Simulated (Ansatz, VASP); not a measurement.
# Ti: VASP beside Ansatz

```
Ti
1.0
    -1.64100    1.64100    1.64100
     1.64100   -1.64100    1.64100
     1.64100    1.64100   -1.64100
Ti
1
Cartesian
  0.0000 0.0000 0.0000
```

Alike in both runs: task single point; functional PBE; k mesh 14 × 14 × 14; occupations methfessel-paxton of order 1, width 0.025 eV; no spin polarisation.

|  | VASP | Ansatz |
| --- | --- | --- |
| version | VASP 6.6.1 | Ansatz 0.2.0 |
| potentials or method | VASP PAW PBE potentials, release 64 (Ti_sv), cutoff 520 eV | all-electron LAPW, scalar-relativistic |

|  | VASP | Ansatz | Ansatz less VASP |
| --- | --- | --- | --- |
| gap on the k mesh at the Fermi level (eV) | none | none | - |
| pressure (GPa) | -2.7 | -2.5 | +0.23 |

A gap of «none» marks a metal or a gap that the smearing closes. Ansatz ran all-electron here, and VASP with PAW potentials.
